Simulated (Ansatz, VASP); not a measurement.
# BN: VASP beside Ansatz

INCAR

```
ALGO = Normal
EDIFF = 1E-6
ENCUT = 520
GGA = PS
ISIF = 2
ISMEAR = 0
LASPH = True
LCHARG = False
LREAL = False
LWAVE = False
NBANDS = 11
NELM = 80
PREC = Accurate
SIGMA = 0.02
```

Contents of KPOINTS:

```
k-points
0
Gamma
  12 12 12
```

File POSCAR:

```
BN
1.0
    0.0000000000      1.8938245846      1.8938245846
    1.8938245846      0.0000000000      1.8938245846
    1.8938245846      1.8938245846      0.0000000000
B N
1 1
Direct
    0.0000000000      0.0000000000      0.0000000000
    0.7500000000      0.7500000000      0.7500000000
```

Input for Ansatz:

```yaml
crystal:
  lattice:
    - [0.0, 1.8938245846, 1.8938245846]
    - [1.8938245846, 0.0, 1.8938245846]
    - [1.8938245846, 1.8938245846, 0.0]
  atoms:
    - { symbol: B, position: [0.0, 0.0, 0.0] }
    - { symbol: "N", position: [0.75, 0.75, 0.75] }
basis:
  ecutwfc: 420
kpoints:
  mp_grid: { grid: [12, 12, 12] }
hamiltonian:
  xc: pbesol
scf:
  occupations: { method: gaussian, width: 0.02 }
output:
  forces: true
  stress: true
  eigenvalues: true
  populations: true
```

Alike in both runs: task single point; functional PBEsol; k mesh 12 × 12 × 12; occupations gaussian, width 0.02 eV; no spin polarisation.

```csv
,VASP,Ansatz
version,VASP 6.6.1,Ansatz 0.2.0
potentials or method,"VASP PAW PBE potentials, release 64 (B, N), cutoff 520 eV","scalar-relativistic, plane waves, PAW"
valence electrons in the cell,8,8
```

Ansatz gave:

```
gap on the k mesh at the Fermi level (eV) : 4.13
least direct gap on the mesh (eV)         : 8.08
pressure (GPa)                            : -43.3
```

Task: Which values does VASP return?

Result: gap on the k mesh at the Fermi level (eV): 4.12; least direct gap on the mesh (eV): 8.10; pressure (GPa): -43.2.

VASP's potentials were made for PBE, not for PBEsol. Both programs put the cell under strong tension, so it lies far from rest at this level.

Noted on VASP's run: the cell as given lies far from equilibrium.
